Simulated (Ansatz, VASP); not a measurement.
## One calculation of Au, two programs

The input INCAR:

```
ALGO = Normal
EDIFF = 1E-8
ENCUT = 400
GGA = PE
GGA_COMPAT = False
ISIF = 2
ISMEAR = -1
LASPH = True
LCHARG = False
LEFG = True
LREAL = False
LWAVE = False
NBANDS = 16
NELM = 120
PREC = Accurate
SIGMA = 0.08
```

File KPOINTS:

```
k-points
0
Gamma
  12 12 12
```

File POSCAR:

```
Au
1.0
    2.7616797833      0.0000000000      0.0000000000
    0.0000000000      2.7616797833      0.0000000000
    0.0000000000      0.0000000000      2.7203583227
Au
1
Direct
    0.0000000000      0.0000000000      0.0000000000
```

Input for Ansatz:

```yaml
crystal:
  lattice:
    - [2.7616797833, 0.0, 0.0]
    - [0.0, 2.7616797833, 0.0]
    - [0.0, 0.0, 2.7203583227]
  atoms:
    - { symbol: Au, position: [0.0, 0.0, 0.0] }
kpoints:
  mp_grid: { grid: [12, 12, 12] }
scf:
  occupations: { method: fermi_dirac, width: 0.08 }
hamiltonian:
  xc: pbe
  pseudopotentials: { kind: paw }
output:
  forces: true
  stress: true
  eigenvalues: true
  efg: { contact_densities: true }
```

Change from the starting cell: z stretched by -1 % at fixed volume, PAW files.

Alike in both runs: task electric field gradients; functional PBE; k mesh 12 × 12 × 12; occupations fermi-dirac, width 0.08 eV; no spin polarisation.

```csv
,VASP,Ansatz
version,VASP 6.6.1,Ansatz 0.2.0
potentials or method,"VASP PAW PBE potentials, release 64 (Au_sv_GW)","PAW with Ansatz's default frozen-core files, scalar-relativistic"
plane-wave cutoff (eV),400,420
valence electrons in the cell,19,19
```

|  | VASP | Ansatz | Ansatz less VASP |
| --- | --- | --- | --- |
| size of Vzz on the site where it differs most (V/Å²) | 10.9 | 7.1 | -3.80 |

Spin-orbit coupling is off throughout.
